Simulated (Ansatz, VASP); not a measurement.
# One calculation of Zr2HS4, two programs

Contents of INCAR:

```
SYSTEM = Zr2HS4
PREC = Accurate
ENCUT = 400
EDIFF = 1E-6
ISMEAR = 0
SIGMA = 0.05
LREAL = .FALSE.
LASPH = .TRUE.
NELM = 120
ALGO = Normal
ISIF = 2
LWAVE = .FALSE.
LCHARG = .TRUE.
LDIPOL = .TRUE.
IDIPOL = 3
DIPOL = 0.5 0.5 0.289
GGA = PE
IVDW = 12
LELF = .TRUE.
LVHAR = .TRUE.
LVACPOTAV = .TRUE.
NBANDS = 62
GGA_COMPAT = .FALSE.
NELMDL = -8
```

KPOINTS

```
Automatic mesh
0
G
  6 6 1
  0 0 0
```

The input POSCAR:

```
Zr2HS4
1.0
    7.2976778227      0.0000000000      0.0000000000
   -3.6488389114      6.3199743831      0.0000000000
    0.0000000000      0.0000000000     20.9171506047
S Zr H
8 4 2
Direct
    0.3333333333      0.1666666667      0.1912306354
    0.3333333333      0.6666666667      0.1912306354
    0.8333333333      0.1666666667      0.1912306354
    0.8333333333      0.6666666667      0.1912306354
    0.1666666667      0.3333333333      0.3306927762
    0.1666666667      0.8333333333      0.3306927762
    0.6666666667      0.3333333333      0.3306927762
    0.6666666667      0.8333333333      0.3306927762
    0.0000000000      0.0000000000      0.2609617058
    0.0000000000      0.5000000000      0.2609617058
    0.5000000000      0.0000000000      0.2609617058
    0.5000000000      0.5000000000      0.2609617058
    0.3909545371      0.7819090743      0.4549926892
    0.4423787962      0.8847575924      0.4549926892
```

Input for Ansatz:

```yaml
crystal:
  lattice:
    - [7.2976778227, 0.0, 0.0]
    - [-3.6488389114, 6.3199743831, 0.0]
    - [0.0, 0.0, 20.9171506047]
  atoms:
    - { symbol: S, position: [0.3333333333, 0.1666666667, 0.1912306354] }
    - { symbol: S, position: [0.3333333333, 0.6666666667, 0.1912306354] }
    - { symbol: S, position: [0.8333333333, 0.1666666667, 0.1912306354] }
    - { symbol: S, position: [0.8333333333, 0.6666666667, 0.1912306354] }
    - { symbol: Zr, position: [0.0, 0.0, 0.2609617058] }
    - { symbol: Zr, position: [0.0, 0.5, 0.2609617058] }
    - { symbol: Zr, position: [0.5, 0.0, 0.2609617058] }
    - { symbol: Zr, position: [0.5, 0.5, 0.2609617058] }
    - { symbol: S, position: [0.1666666667, 0.3333333333, 0.3306927762] }
    - { symbol: S, position: [0.1666666667, 0.8333333333, 0.3306927762] }
    - { symbol: S, position: [0.6666666667, 0.3333333333, 0.3306927762] }
    - { symbol: S, position: [0.6666666667, 0.8333333333, 0.3306927762] }
    - { symbol: H, position: [0.3909545371, 0.7819090743, 0.4549926892] }
    - { symbol: H, position: [0.4423787962, 0.8847575924, 0.4549926892] }
basis:
  ecutwfc: 420
kpoints:
  mp_grid: { grid: [6, 6, 1] }
hamiltonian:
  xc: pbe
  pseudopotentials: { kind: paw, azcp: { folder: soft_1 } }
  dispersion: d3bj
scf:
  occupations: { method: gaussian, width: 0.05 }
output:
  forces: true
  eigenvalues: true
efield:
  axis: 3
  dipole_correction: true
  ramp_width: 0.04
```

Alike in both runs: task single point; functional PBE; dispersion D3(BJ); k mesh 6 × 6 × 1; occupations gaussian, width 0.05 eV; no spin polarisation.

|  | VASP | Ansatz |
| --- | --- | --- |
| version | VASP 6.6.1 | Ansatz 0.2.0 |
| potentials or method | VASP PAW PBE potentials, release 64 (S, Zr_sv, H), cutoff 400 eV | scalar-relativistic, plane waves, PAW |
| valence electrons in the cell | 98 | 98 |

```csv
,VASP,Ansatz,Ansatz less VASP
gap on the k mesh at the Fermi level (eV),1.10,1.10,+0.003
least direct gap on the mesh (eV),1.10,1.10,+0.003
rms of the force components (eV/Å),1.058,1.053,-0.0052
```
